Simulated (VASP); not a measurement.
# Sc in VASP: further runs

Sc is run at these levels: PBEsol; tasks: single point.

All numbers are computed with VASP 6.6.1; they aren't measurements. Logs are shortened: lines on timing, memory, paths and dates and some standing lists are left out, and cuts for length are marked.

### Step 1. The cell of the first run

The structure is cubic, space group Fm-3m (No. 225). Conventional cell: a = 4.314 Å, b = 4.314 Å, c = 4.314 Å, α = 90.00°, β = 90.00°, γ = 90.00°. Within 4.0 Å of Sc (site symmetry m-3m) lie 12 Sc at 3.05 Å.

### Step 2. Single point, PBEsol (strain -0.050 along x and y, -0.050 along z)

Contents of INCAR:

```
ALGO     = Normal         # electronic algorithm
EDIFF    = 1E-6           # SCF threshold, eV
ENCUT    = 520            # plane-wave cutoff, eV
GGA      = PS             # functional
ISIF     = 2              # what is computed and relaxed
ISMEAR   = 0              # smearing method
LASPH    = True           # aspherical terms in the spheres
LCHARG   = True           # write CHGCAR
LELF     = True           # ELF
LREAL    = False          # projectors in reciprocal space
LVHAR    = True         
LWAVE    = False          # write WAVECAR
NBANDS   = 12             # bands
NELM     = 80             # most SCF steps
PREC     = Accurate       # precision mode
SIGMA    = 0.15           # smearing width, eV
```

Contents of KPOINTS:

```
k-points
0
Gamma
  18 18 18
```

Contents of POSCAR:

```
Sc
1.0
    0.0000000000      2.1569750000      2.1569750000
    2.1569750000      0.0000000000      2.1569750000
    2.1569750000      2.1569750000      0.0000000000
Sc
1
Direct
    0.0000000000      0.0000000000      0.0000000000
```

Potentials or basis: VASP PAW PBE potentials, release 64 (Sc_sv).

Launch:

```
> cat potpaw_PBE.64/Sc_sv/POTCAR > POTCAR
> mpirun -np 1 vasp_std > vasp.out
```

OUTCAR:

```text
EDIFF = 1E-6
   ENCUT = 520
   GGA = PS
   ISIF = 2
   ISMEAR = 0
   LASPH = True
   LREAL = False
   NELM = 80
   PREC = Accurate

 ion  position               nearest neighbor table
   1  0.000  0.000  0.000-

  LATTYP: Found a face centered cubic cell.
 ALAT       =     4.3139500000

  Lattice vectors:

 A1 = (   0.0000000000,   2.1569750000,   2.1569750000)
 A2 = (   2.1569750000,   0.0000000000,   2.1569750000)
 A3 = (   2.1569750000,   2.1569750000,   0.0000000000)

Analysis of symmetry for initial positions (statically):
=====================================================================
 Subroutine PRICEL returns:
 Original cell was already a primitive cell.

 Routine SETGRP: Setting up the symmetry group for a
 face centered cubic supercell.

 Subroutine GETGRP returns: Found 48 space group operations
 (whereof 48 operations were pure point group operations)
 out of a pool of 48 trial point group operations.

The static configuration has the point symmetry O_h .

Analysis of symmetry for dynamics (positions and initial velocities):
=====================================================================
 Subroutine PRICEL returns:
 Original cell was already a primitive cell.

 Routine SETGRP: Setting up the symmetry group for a
 face centered cubic supercell.

 Subroutine GETGRP returns: Found 48 space group operations
 (whereof 48 operations were pure point group operations)
 out of a pool of 48 trial point group operations.

The dynamic configuration has the point symmetry O_h .

 Subroutine INISYM returns: Found 48 space group operations
 (whereof 48 operations are pure point group operations),
 and found     1 'primitive' translations

----------------------------------------------------------------------------------------

                                     Primitive cell

  volume of cell :      20.0708

  direct lattice vectors                    reciprocal lattice vectors
     0.000000000  2.156975000  2.156975000    -0.231806117  0.231806117  0.231806117
     2.156975000  0.000000000  2.156975000     0.231806117 -0.231806117  0.231806117
     2.156975000  2.156975000  0.000000000     0.231806117  0.231806117 -0.231806117

  length of vectors
     3.050423299  3.050423299  3.050423299     0.401499973  0.401499973  0.401499973

  position of ions in fractional coordinates (direct lattice)
     0.000000000  0.000000000  0.000000000

  ion indices of the primitive-cell ions
   primitive index   ion index
                 1           1

----------------------------------------------------------------------------------------

 KPOINTS: k-points

Automatic generation of k-mesh.
 Grid dimensions read from file:
 generate k-points for:   18   18   18

 Generating k-lattice:

  Cartesian coordinates                     Fractional coordinates (reciprocal lattice)
    -0.012878118  0.012878118  0.012878118     0.055555556  0.000000000  0.000000000
     0.012878118 -0.012878118  0.012878118     0.000000000  0.055555556  0.000000000
     0.012878118  0.012878118 -0.012878118     0.000000000  0.000000000  0.055555556

  Length of vectors
     0.022305554  0.022305554  0.022305554

  Shift w.r.t. Gamma in fractional coordinates (k-lattice)
     0.000000000  0.000000000  0.000000000

 Subroutine IBZKPT returns following result:
 ===========================================

 Found    195 irreducible k-points:

 Following reciprocal coordinates:
            Coordinates               Weight
  0.000000  0.000000  0.000000      1.000000
  0.055556  0.000000  0.000000      8.000000
  0.111111  0.000000  0.000000      8.000000
  0.166667  0.000000  0.000000      8.000000
  0.222222  0.000000  0.000000      8.000000
  0.277778  0.000000  0.000000      8.000000
[... 16 lines left out ...]
 -0.277778  0.055556  0.000000     24.000000
 -0.222222  0.055556  0.000000     24.000000
 [... further k-points ...]
   k-points           NKPTS =    195   k-points in BZ     NKDIM =    195   number of bands    NBANDS=     12
   number of dos      NEDOS =    301   number of ions     NIONS =      1
   total plane-waves  NPLWV =  13824
   dimension x,y,z NGX =    24 NGY =   24 NGZ =   24
   dimension x,y,z NGXF=    48 NGYF=   48 NGZF=   48
   ions per type =               1
   NGX,Y,Z   is equivalent  to a cutoff of  13.08, 13.08, 13.08 a.u.
   NGXF,Y,Z  is equivalent  to a cutoff of  26.16, 26.16, 26.16 a.u.
 SYSTEM =  unknown system
   PREC   = accura    normal or accurate (medium, high low for compatibility)
   ISTART =      0    job   : 0-new  1-cont  2-samecut
   ICHARG =      2    charge: 1-file 2-atom 10-const
   ISPIN  =      1    spin polarized calculation?
   LNONCOLLINEAR =      F non collinear calculations
   LSORBIT =      F    spin-orbit coupling
   LASPH  =      T    aspherical Exc in radial PAW
   ENCUT  =  520.0 eV  38.22 Ry    6.18 a.u.   5.67  5.67  5.67*2*pi/ulx,y,z
   NELM   =     80;   NELMIN=  2; NELMDL= -5     # of ELM steps
   EDIFF  = 0.1E-05   stopping-criterion for ELM
   LREAL  =      F    real-space projection
   EDIFFG = 0.1E-04   stopping-criterion for IOM
   NSW    =      0    number of steps for IOM
   IBRION =     -1    ionic relax: 0-MD 1-quasi-New 2-CG
   NFREE  =      0    steps in history (QN), initial steepest desc. (CG)
   ISIF   =      2    stress and relaxation
   ISYM   =      2    0-nonsym 1-usesym 2-fastsym
   POTIM  = 0.5000    time-step for ionic-motion
   TEBEG  =    0.0;   TEEND  =   0.0 temperature during run
   PSTRESS=    0.0 pullay stress
   NELECT =      11.0000    total number of electrons
   NUPDOWN=      -1.0000    fix difference up-down
   EMIN   =  10.00;   EMAX   =-10.00  energy-range for DOS
   EFERMI =   0.00;   METHOD = LEGACY
   ISMEAR =     0;   SIGMA  =   0.15  broadening in eV -4-tet -1-fermi 0-gaus
   EFERMI_NEDOS =   21; number of points for ismear=-14 and -15
   IALGO  =     38    algorithm
   IMIX   =      4    mixing-type and parameters
     AMIX     =   0.40;   BMIX     =  1.00
     AMIX_MAG =   1.60;   BMIX_MAG =  1.00
  volume/ion in A,a.u.               =      20.07       135.44
  Fermi-wavevector in a.u.,A,eV,Ry     =   1.339730  2.531723 24.420777  1.794876
  Thomas-Fermi vector in A             =   2.468099
   LORBIT       =      0    0 simple, 1 ext, 2 COOP (PROOUT), +10 PAW based schemes
   GGA     = PS    functional components
   LHFCALC =     F    Hartree Fock is set to
   AEXX    =    0.0000 exact exchange contribution
   IVDW    =     0    specifies the selected vdW correction
   LEPSILON=     F    determine dielectric tensor
   LRPA    =     F    only Hartree local field effects (RPA)
 non-spin polarized calculation
 Gauss-broadening in eV      SIGMA  =   0.15
  energy-cutoff  :      520.00
  volume of cell :       20.07
 maximum number of plane-waves:       556
   NGX = 11   NGY = 11   NGZ = 11

 number of electron      11.0000000 magnetization

 Free energy of the ion-electron system (eV)
  ---------------------------------------------------
  ext. energy  EPLUGINS =         0.00000000
  ---------------------------------------------------
  free energy    TOTEN  =        -6.45648758 eV

  energy without entropy =       -6.44108009  energy(sigma->0) =       -6.44878383

 E-fermi :   4.9231     XC(G=0): -10.8604

 val. band max:        4.9101137202   @ k =   0.4444   0.2778   0.1111
 cond. band min:       4.9308846573   @ k =   0.5000   0.1667   0.0000
 fundamental gap:      0.0207709371
 Fermi energy:         4.9230783830

 k-point     1 :       0.0000    0.0000    0.0000
  band No.  band energies     occupation
      1     -43.7816      2.00000
      2     -22.1085      2.00000
      3     -22.1085      2.00000
      4     -22.1085      2.00000
      5      -0.5994      2.00000
      6       6.7670      0.00000
      7       6.7670      0.00000
      8       6.7670      0.00000
      9       8.5786      0.00000
     10       8.5786      0.00000
     11      18.6153      0.00000
     12      22.8485      0.00000

 k-point     2 :       0.0556    0.0000    0.0000
  band No.  band energies     occupation
      1     -43.7774      2.00000
      2     -22.1337      2.00000
      3     -22.1115      2.00000
      4     -22.1115      2.00000
      5      -0.5036      2.00000
      6       6.6896      0.00000
      7       6.8055      0.00000
      8       6.8055      0.00000
      9       8.5485      0.00000
     10       8.5485      0.00000
     11      18.7418      0.00000
     12      22.0937      0.00000

 k-point     3 :       0.1111    0.0000    0.0000
  band No.  band energies     occupation
      1     -43.7650      2.00000
      2     -22.2057      2.00000
      3     -22.1202      2.00000
      4     -22.1202      2.00000
      5      -0.2232      2.00000
      6       6.4789      0.00000
      7       6.9055      0.00000
      8       6.9055      0.00000
      9       8.4798      0.00000
     10       8.4798      0.00000
     11      19.0511      0.00000
     12      20.7603      0.00000
[... 286 lines left out ...]
 k-point    23 :      -0.2778    0.0556    0.0000
  band No.  band energies     occupation
      1     -43.6870      2.00000
      2     -22.6262      2.00000
      3     -22.1991      2.00000
      4     -22.1647      2.00000
      5       1.7089      2.00000
      6       5.5333      0.00000
      7       6.8645      0.00000
      8       6.9970      0.00000
      9       8.6223      0.00000
     10       9.1645      0.00000
     11      16.3819      0.00000
     12      19.2157      0.00000

 k-point    24 :      -0.2222    0.0556    0.0000
  band No.  band energies     occupation
      1     -43.7115      2.00000
      2     -22.4944      2.00000
      3     -22.1813      2.00000
      4     -22.1471      2.00000
      5       1.0713      2.00000
      6       5.7509      0.00000
      7       6.9827      0.00000
      8       7.1091      0.00000
      9       8.3208      0.00000
     10       8.8621      0.00000
     11      17.5819      0.00000
     12      19.5816      0.00000

 [... further k-points ...]
[... 5 lines left out ...]
  --------------------------------------------------------------------------------------
  -------------------------------------------------------------------------------------
  Total        1.4111424      1.4111424      1.4111424      0.0000000     -0.0000000      0.0000000
  in kB      112.6460829    112.6460829    112.6460829      0.0000000     -0.0000000      0.0000000
  external PRESSURE =     112.6460829 kB  Pullay stress =       0.0000000 kB

 VOLUME and BASIS-vectors are now :
 -----------------------------------------------------------------------------
  energy-cutoff  :      520.00
  volume of cell :       20.07
      direct lattice vectors                 reciprocal lattice vectors
     0.000000000  2.156975000  2.156975000    -0.231806117  0.231806117  0.231806117
     2.156975000  0.000000000  2.156975000     0.231806117 -0.231806117  0.231806117
     2.156975000  2.156975000  0.000000000     0.231806117  0.231806117 -0.231806117

 POSITION                                       TOTAL-FORCE (eV/Angst)
 -----------------------------------------------------------------------------------
      0.00000      0.00000      0.00000         0.000000      0.000000      0.000000
 -----------------------------------------------------------------------------------
    total drift:                                0.000000      0.000000      0.000000

  FREE ENERGIE OF THE ION-ELECTRON SYSTEM (eV)
  ---------------------------------------------------
  free  energy   TOTEN  =        -6.4564875776 eV

  energy  without entropy=       -6.4410800921  energy(sigma->0) =       -6.44878383
```

Run time: 30 s. Hardware: 1 thread of Intel Xeon 6975P-C, shared host; peak memory 0.17 GiB.

What came out:

- Free energy: -6.4565 eV
- Pressure: 11.3 GPa

Levels at points of the mesh, in eV from the Fermi level:
| k point | band 1 | band 2 | band 3 | band 4 | band 5 | band 6 | band 7 | band 8 | band 9 | band 10 |
| --- | --- | --- | --- | --- | --- | --- | --- | --- | --- | --- |
| (0.00, 0.00, 0.00) | -48.70 | -27.03 | -27.03 | -27.03 | -5.52 | 1.84 | 1.84 | 1.84 | 3.66 | 3.66 |
| (0.50, 0.00, 0.00) | -48.56 | -27.82 | -27.13 | -27.13 | -2.03 | 0.76 | 1.68 | 1.68 | 4.85 | 4.85 |
| (0.50, 0.50, 0.00) | -48.51 | -27.77 | -27.31 | -27.31 | -2.01 | -0.98 | 2.81 | 4.84 | 5.16 | 5.16 |

Caveat: the cell differs from its parent crystal (strain -0.050 along x and y, -0.050 along z); the PAW data sets were made with another functional, which shifts forces and pressure a little.

### Step 3. Single point, PBEsol (strain -0.025 along x and y, -0.025 along z)

Contents of INCAR:

```
SYSTEM = Sc
  ALGO = Normal
  EDIFF = 1E-6
  ENCUT = 520
  GGA = PS
  ISIF = 2
  ISMEAR = 0
  LASPH = .True.
  LCHARG = .False.
  LREAL = .False.
  LWAVE = .False.
  NBANDS = 12
  NELM = 80
  PREC = Accurate
  SIGMA = 0.15
```

Contents of KPOINTS:

```
k-points
0
Gamma
  18 18 18
  0 0 0
```

Contents of POSCAR:

```
Sc
1.0
    0.0000000000      2.2137375000      2.2137375000
    2.2137375000      0.0000000000      2.2137375000
    2.2137375000      2.2137375000      0.0000000000
Sc
1
Direct
    0.0000000000      0.0000000000      0.0000000000
```

Potentials or basis: VASP PAW PBE potentials, release 64 (Sc_sv).

Launch:

```
> cat potpaw_PBE.64/Sc_sv/POTCAR > POTCAR
> mpirun -np 1 vasp_std > vasp.out
```

Wall time 30 s (1 thread of Intel Xeon 6975P-C, shared host); peak memory 0.17 GiB.

Results (log left out):

* Free energy: -6.5394 eV
* Pressure: 5.2 GPa

Levels at points of the mesh, in eV from the Fermi level:
```csv
k point,band 2,band 3,band 4,band 5,band 6,band 7,band 8,band 9
"(0.00, 0.00, 0.00)",-27.30,-27.30,-27.30,-5.42,1.75,1.75,1.75,3.38
"(0.50, 0.00, 0.00)",-27.92,-27.38,-27.38,-1.93,0.52,1.61,1.61,4.46
"(0.50, 0.50, 0.00)",-27.87,-27.52,-27.52,-1.82,-0.83,2.42,4.45,4.74
```

Caveat: the cell differs from its parent crystal (strain -0.025 along x and y, -0.025 along z); the PAW data sets were made with another functional, which shifts forces and pressure a little.

### Step 4. Single point, PBEsol (strain +0.025 along x and y, +0.025 along z)

Contents of INCAR:

```
ALGO = Normal ; EDIFF = 1E-6
ENCUT = 520 ; GGA = PS
ISIF = 2 ; ISMEAR = 0
LASPH = True ; LCHARG = True
LELF = True ; LREAL = False
LVHAR = True ; LWAVE = False
NBANDS = 12 ; NELM = 60
PREC = Accurate ; SIGMA = 0.15
```

Contents of KPOINTS:

```
k-points
0
Gamma
  18 18 18
```

Contents of POSCAR:

```
Sc
1.0
    0.0000000000      2.3272625000      2.3272625000
    2.3272625000      0.0000000000      2.3272625000
    2.3272625000      2.3272625000      0.0000000000
Sc
1
Direct
    0.0000000000      0.0000000000      0.0000000000
```

Launch:

```
> cat potpaw_PBE.64/Sc_sv/POTCAR > POTCAR
> mpirun -np 1 vasp_std > vasp.out
```

It used 26 s of CPU time on 1 thread of Intel Xeon 6975P-C, with other jobs on the host.

It converged, with:

* Free energy: -6.5538 eV
* Pressure: -3.2 GPa

Levels at points of the mesh, in eV from the Fermi level:
| k point | band 3 | band 4 | band 5 | band 6 | band 7 | band 8 |
| --- | --- | --- | --- | --- | --- | --- |
| (0.00, 0.00, 0.00) | -27.80 | -27.80 | -5.15 | 1.55 | 1.55 | 1.55 |
| (0.50, 0.00, 0.00) | -27.85 | -27.85 | -1.75 | 0.20 | 1.44 | 1.44 |
| (0.50, 0.50, 0.00) | -27.93 | -27.93 | -1.48 | -0.60 | 1.84 | 3.75 |

Caveat: the cell differs from its parent crystal (strain +0.025 along x and y, +0.025 along z); the PAW data sets were made with another functional, which shifts forces and pressure a little.

### Step 5. Single point, PBEsol (strain +0.050 along x and y, +0.050 along z)

Contents of INCAR:

```
SYSTEM = Sc
ALGO = Fast
EDIFF = 1E-6
ENCUT = 520
GGA = PS
ISIF = 2
ISMEAR = 0
LASPH = .True.
LCHARG = .False.
LREAL = .False.
LWAVE = .False.
NBANDS = 12
NELM = 80
PREC = Accurate
SIGMA = 0.15
```

Contents of KPOINTS:

```
k-points
0
Gamma
  18 18 18
  0 0 0
```

Contents of POSCAR:

```
Sc
1.0
    0.0000000000      2.3840250000      2.3840250000
    2.3840250000      0.0000000000      2.3840250000
    2.3840250000      2.3840250000      0.0000000000
Sc
1
Direct
    0.0000000000      0.0000000000      0.0000000000
```

Launch:

```
> cat potpaw_PBE.64/Sc_sv/POTCAR > POTCAR
> mpirun -np 1 vasp_std > vasp.out
```

Run time: 1.7 min. Hardware: 1 thread of Intel Xeon 6975P-C, shared host; peak memory 0.2 GiB.

It converged, with:

- Free energy: -6.5000 eV
- Pressure: -6.0 GPa

Levels at points of the mesh, in eV from the Fermi level:
```
           k point  band 1  band 2  band 3  band 4  band 5  band 6  band 7  band 8  band 9  band 10
(0.00, 0.00, 0.00)  -49.48  -28.03  -28.03  -28.03   -5.00    1.44    1.44    1.44    2.66     2.66
(0.50, 0.00, 0.00)  -49.44  -28.32  -28.07  -28.07   -1.67    0.10    1.35    1.35    3.45     3.45
(0.50, 0.50, 0.00)  -49.43  -28.30  -28.13  -28.13   -1.34   -0.51    1.63    3.44    3.65     3.65
```

Caveat: the cell differs from its parent crystal (strain +0.050 along x and y, +0.050 along z); the PAW data sets were made with another functional, which shifts forces and pressure a little.

### Step 6. Single point, PBEsol (strain +0.025 along x and y, +0.050 along z)

Contents of INCAR:

```
  PREC = Accurate
  ENCUT = 520
  EDIFF = 1E-6
  ISMEAR = 0
  SIGMA = 0.15
  LREAL = False
  LASPH = True
  NELM = 100
  ALGO = Fast
  ISIF = 2
  LWAVE = False
  LCHARG = True
  GGA = PS
  LELF = True
  LVHAR = True
  NBANDS = 12
```

Contents of KPOINTS:

```
Automatic mesh
0
Gamma
  18 18 18
```

Contents of POSCAR:

```
Sc
1.0
    0.0000000000      2.3272625000      2.3840250000
    2.3272625000      0.0000000000      2.3840250000
    2.3272625000      2.3272625000      0.0000000000
Sc
1
Direct
    0.0000000000      0.0000000000      0.0000000000
```

Potentials or basis: VASP PAW PBE potentials, release 64 (Sc_sv).

Launch:

```
> cat potpaw_PBE.64/Sc_sv/POTCAR > POTCAR
> mpirun -np 1 vasp_std > vasp.out
```

It took 2.8 min on 1 thread of Intel Xeon 6975P-C, shared host; peak memory 0.27 GiB.

The run converged. Its results:

| Item | Value |
| --- | --- |
| Free energy | -6.5391 eV |
| Pressure | -4.2 GPa |

Stress tensor (GPa, compression positive):
```
-4.01  0.00  0.00
 0.00 -4.01  0.00
 0.00  0.00 -4.71
```

Levels at points of the mesh, in eV from the Fermi level:
| k point | band 3 | band 4 | band 5 | band 6 | band 7 | band 8 |
| --- | --- | --- | --- | --- | --- | --- |
| (0.00, 0.00, 0.00) | -27.88 | -27.88 | -5.10 | 1.41 | 1.56 | 1.56 |
| (0.50, 0.00, 0.00) | -27.93 | -27.92 | -1.73 | 0.16 | 1.33 | 1.49 |
| (0.50, 0.50, 0.00) | -27.99 | -27.99 | -1.46 | -0.54 | 1.55 | 3.65 |
| (0.50, 0.00, 0.50) | -28.01 | -27.99 | -1.42 | -0.58 | 1.88 | 3.64 |

Caveat: the cell differs from its parent crystal (strain +0.025 along x and y, +0.050 along z); the PAW data sets were made with another functional, which shifts forces and pressure a little.

### Step 7. Summary

```tsv
cell	gap on the mesh (eV)	pressure (GPa)
a = 3.050 Å, angles 60.0°, 1 atom	none	11.3
a = 3.131 Å, angles 60.0°, 1 atom	none	5.2
a = 3.291 Å, angles 60.0°, 1 atom	none	-3.2
a = 3.372 Å, angles 60.0°, 1 atom	none	-6.0
a = 3.332, b = 3.332, c = 3.291 Å, angles 60.4, 60.4, 59.2°, 1 atom	none	-4.2
```

Alike in all rows: task single point; level PBEsol; potentials or basis VASP PAW PBE potentials, release 64 (Sc_sv); no spin polarisation; k mesh 18 × 18 × 18; cutoff (eV) 520; smearing gaussian 0.15 eV.

Caveats: the PAW data sets were made with another functional, which shifts forces and pressure a little.

Absolute energies hang on the potentials; compare differences alone.
